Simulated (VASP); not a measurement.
# NaI: G0W0 quasiparticle levels with PBE

Crystal: NaI.

```xyz
2
Lattice="4.0405 0.0000 0.0000 0.0000 4.0405 0.0000 0.0000 0.0000 4.0405" Properties=species:S:1:pos:R:3 pbc="T T T"
Na    0.0000    0.0000    0.0000
I     2.0203    2.0203    2.0203
```

```yaml
Program: VASP 6.6.1
Task: G0W0 quasiparticle levels
Functional: PBE
Potentials_or_basis: VASP PAW PBE potentials, release 64 (Na_sv_GW, I_GW)
Cutoff: 500 eV
k_mesh: 4 × 4 × 4
Occupations: gaussian, width 0.01 eV
Spin: no spin polarisation
Dipole_correction: no
GW_scheme: G0W0
GW_iterations: 1
Cutoff_of_the_response_function: 80
Frequency_points: 96
Empty_bands: 107
Further_INCAR_settings: ALGO = EVGW0; EDIFF = 1e-08; NBANDS = 115
```

```yaml
Quasiparticle_gap: 3.88 eV
Least_direct_quasiparticle_gap: 4.28 eV
Band_gap_of_the_starting_levels_on_the_mesh: 2.29 eV
Least_direct_gap_of_the_starting_levels_on_the_mesh: 2.79 eV
```

Run time: 7.8 min on 1 thread of Intel Xeon 8259CL, on a shared host, peak memory 0.91 GiB.

Caveat: the k points lie up to 0.39 Å⁻¹ apart; bands, screening cutoff and mesh are small and nothing is extrapolated, so the quasiparticle values aren't converged; the structure was generated, so it needn't be the stable form of NaI; spin-orbit coupling is left out, which moves the levels of the heavy elements.
